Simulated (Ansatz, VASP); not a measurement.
One calculation of SnSe, two programs

File INCAR:

```
PREC     = Accurate       # precision mode
ENCUT    = 520            # plane-wave cutoff, eV
EDIFF    = 1E-6           # SCF threshold, eV
ISMEAR   = 0              # smearing method
SIGMA    = 0.05           # smearing width, eV
LREAL    = F              # projectors in reciprocal space
LASPH    = T              # aspherical terms in the spheres
NELM     = 80             # most SCF steps
ALGO     = Normal         # electronic algorithm
ISIF     = 2              # what is computed and relaxed
LWAVE    = F              # write WAVECAR
LCHARG   = F              # write CHGCAR
GGA      = PE             # functional
IVDW     = 12             # dispersion correction
NBANDS   = 17             # bands
```

The input KPOINTS:

```
regular mesh
0
Gamma
  10 10 10
```

POSCAR

```
SnSe
1.0
    0.0000000000      3.0336003723      2.8991057745
    3.0336003723      0.0000000000      2.8991057745
    3.0336003723      3.0336003723      0.0000000000
Sn Se
1 1
Direct
    0.0000000000      0.0000000000      0.0000000000
    0.5000000000      0.5000000000      0.5000000000
```

Input for Ansatz:

```yaml
crystal:
  lattice:
    - [0.0, 3.0336003723, 2.8991057745]
    - [3.0336003723, 0.0, 2.8991057745]
    - [3.0336003723, 3.0336003723, 0.0]
  atoms:
    - { symbol: Sn, position: [0.0, 0.0, 0.0] }
    - { symbol: Se, position: [0.5, 0.5, 0.5] }
basis:
  ecutwfc: 420
kpoints:
  mp_grid: { grid: [10, 10, 10] }
hamiltonian:
  xc: pbe
  dispersion: d3bj
scf:
  occupations: { method: gaussian, width: 0.05 }
output:
  forces: true
  stress: true
  eigenvalues: true
```

Change from the starting cell: strain +0.015 along x and y, -0.030 along z, atoms carried along.

Alike in both runs: task single point; functional PBE; dispersion D3(BJ); k mesh 10 × 10 × 10; occupations gaussian, width 0.05 eV; no spin polarisation.

|  | VASP | Ansatz |
| --- | --- | --- |
| version | VASP 6.6.1 | Ansatz 0.2.0 |
| potentials or method | VASP PAW PBE potentials, release 64 (Sn_d, Se), cutoff 520 eV | scalar-relativistic, plane waves, PAW |
| valence electrons in the cell | 20 | 30 |

|  | VASP | Ansatz | Ansatz less VASP |
| --- | --- | --- | --- |
| gap on the k mesh at the Fermi level (eV) | 0.42 | 0.42 | +0.002 |
| least direct gap on the mesh (eV) | 0.49 | 0.49 | 0.000 |
| pressure (GPa) | 0.3 | 0.3 | +0.01 |
| traceless stress, the component that is largest in VASP (GPa) | 4.40 | 4.39 | -0.013 |

VASP's potentials hold 20 valence electrons a cell and Ansatz's 30, so a difference there can come from the potentials and not from the codes.
